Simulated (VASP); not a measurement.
Input of a VASP 6.6.1 run:

File INCAR:

```
SYSTEM = Al4Co3Ni
PREC = Accurate
ENCUT = 520
EDIFF = 1E-7
ISMEAR = 0
SIGMA = 0.1
LREAL = .FALSE.
LASPH = .TRUE.
NELM = 150
ALGO = Normal
ISIF = 2
LWAVE = .FALSE.
LCHARG = .TRUE.
ISPIN = 2
MAGMOM = 0 0 0 0 3 -3 3 2
LORBIT = 11
LMAXMIX = 4
GGA = PE
LELF = .TRUE.
LVHAR = .TRUE.
NBANDS = 38
```

Contents of KPOINTS:

```
Automatic mesh
0
G
  4 4 6
  0 0 0
```

Contents of POSCAR:

```
Al4Co3Ni
1.0
    5.7599424794      0.0000000000      0.0000000000
    0.0000000000      5.6895875728      0.0000000000
    0.0000000000      0.0000000000      2.8727183444
Al Co Ni
4 3 1
Direct
    0.7522745827      0.7526613997      0.5000000000
    0.7522745827      0.2473386003      0.5000000000
    0.2477254173      0.7526613997      0.5000000000
    0.2477254173      0.2473386003      0.5000000000
    0.0000000000      0.0000000000      0.0000000000
    0.0000000000      0.5000000000      0.0000000000
    0.5000000000      0.0000000000      0.0000000000
    0.5000000000      0.5000000000      0.0000000000
```

Potentials or basis: VASP PAW PBE potentials, release 64 (Al, Co, Ni).

Run with:

```sh
$ cat potpaw_PBE.64/Al/POTCAR potpaw_PBE.64/Co/POTCAR potpaw_PBE.64/Ni/POTCAR > POTCAR
$ mpirun -np 1 vasp_std > vasp.out
```

Q: Estimate the pressure.

A: -0.1 GPa.

Q: Estimate the net moment.

A: 0.42 μB per cell.

Stress tensor (GPa, compression positive):
```
-0.11  0.00  0.00
 0.00 -0.04  0.00
 0.00  0.00 -0.19
```

Caveat: the k points lie up to 0.36 Å⁻¹ apart.
